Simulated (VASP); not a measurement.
Here is a VASP 6.6.1 calculation.

The input POSCAR:

```
Al3GaN4
1.0
   -5.0380822009      0.0000000000     -0.0000609628
    0.0000000000     -3.1249488261      0.0000000000
   -0.0065814847     -0.3124948826     10.8207859611
Al Ga N
6 2 8
Direct
    0.4997783381      0.4291722463      0.7082775373
    0.4997783381      0.4791722463      0.2082775373
    0.9993316293      0.4957899032      0.0421009685
    0.9993316293      0.4457899032      0.5421009685
    0.9989956742      0.9209527768      0.7904722320
    0.9989956742      0.9709527768      0.2904722320
    0.5005053126      0.9042247768      0.9577522322
    0.5005053126      0.9542247768      0.4577522322
    0.8892930213      0.9042191494      0.9578085062
    0.8892930213      0.9542191494      0.4578085062
    0.8773244104      0.4291783854      0.7082161458
    0.8773244104      0.4791783854      0.2082161458
    0.3745864007      0.4955009497      0.0449905032
    0.3745864007      0.4455009497      0.5449905032
    0.3765862133      0.9212417625      0.7875823748
    0.3765862133      0.9712417625      0.2875823748
```

The input INCAR.step1:

```
PREC = Accurate
ENCUT = 520
ISMEAR = 0
SIGMA = 0.05
LREAL = Auto
LASPH = True
NELM = 100
NBANDS = 56
GGA = PE
ALGO = Normal
EDIFF = 1E-4
LWAVE = True
LCHARG = False
```

The input INCAR.step2:

```
PREC = Accurate
ENCUT = 520
EDIFF = 1E-6
ISMEAR = 0
SIGMA = 0.05
LREAL = Auto
LASPH = True
NELM = 100
ALGO = Normal
ISIF = 2
LWAVE = False
LCHARG = False
METAGGA = R2SCAN
LMIXTAU = True
NBANDS = 56
ISTART = 1
```

The input KPOINTS:

```
regular mesh
0
Gamma
  5 7 2
```

Potentials or basis: VASP PAW PBE potentials, release 64 (Al, Ga_d, N).

Run with:

```bash
$ cat potpaw_PBE.64/Al/POTCAR potpaw_PBE.64/Ga_d/POTCAR potpaw_PBE.64/N/POTCAR > POTCAR
$ cp INCAR.step1 INCAR
$ mpirun -np 1 vasp_std > vasp.out
$ cp INCAR.step2 INCAR
$ mpirun -np 1 vasp_std > vasp.out
```

Q: Estimate the largest force.

A: 6.172 eV/Å.

Q: What does it give for the band gap on the k mesh?

A: 4.07 eV.

Q: Estimate the pressure.

A: 4.1 GPa.

Stress tensor (GPa, compression positive):
```
 1.78  0.17  0.10
 0.17  6.09 10.34
 0.10 10.34  4.55
```

Caveat: the cell differs from its parent crystal (the part above a cut slid along it); the cell stands under pressure; the PAW data sets were made with another functional, which shifts forces and pressure a little.
